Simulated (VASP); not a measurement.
Pr2B, 6 atoms in the cell. The structure is cubic, space group Fd-3m (No. 227). Conventional cell: a = 8.773 Å, b = 8.773 Å, c = 8.773 Å, α = 90.00°, β = 90.00°, γ = 90.00°. Pr (site symmetry -3m) has 6 Pr at 3.10 Å and 6 B at 3.64 Å within 4.1 Å. Within 4.8 Å of B (site symmetry -43m) lie 12 Pr at 3.64 Å and 4 B at 3.80 Å. The cell was built from a structure type or drawn by symmetry, and may not be a known phase.

```yaml
Program: VASP 6.6.1
Task: single point
Functional: PBE
Potentials_or_basis: VASP PAW PBE potentials, release 64 (Pr_3, B), 4f in core
Cutoff: 500 eV
k_mesh: 4 × 4 × 4
Occupations: gaussian, width 0.2 eV
Spin: no spin polarisation
Dipole_correction: no
Mended: yes
Further_INCAR_settings: ALGO = Normal; EDIFF = 1e-06; NBANDS = 34
```

Potentials or basis: VASP PAW PBE potentials, release 64 (Pr_3, B), 4f in core.

Launch:

```sh
$ cat potpaw_PBE.64/Pr_3/POTCAR potpaw_PBE.64/B/POTCAR > POTCAR
$ mpirun -np 1 vasp_std > vasp.out
```

Hardware: 1 thread of Intel(R) Xeon(R) 6975P-C (Granite Rapids), with other jobs on the host.

**Question.** Estimate the wall time of this run.

**Answer.** It took 29 s on 1 thread of Intel(R) Xeon(R) 6975P-C (Granite Rapids), with other jobs on the host, peak memory 0.32 GiB. Counts: scf iterations 15, k points 8.
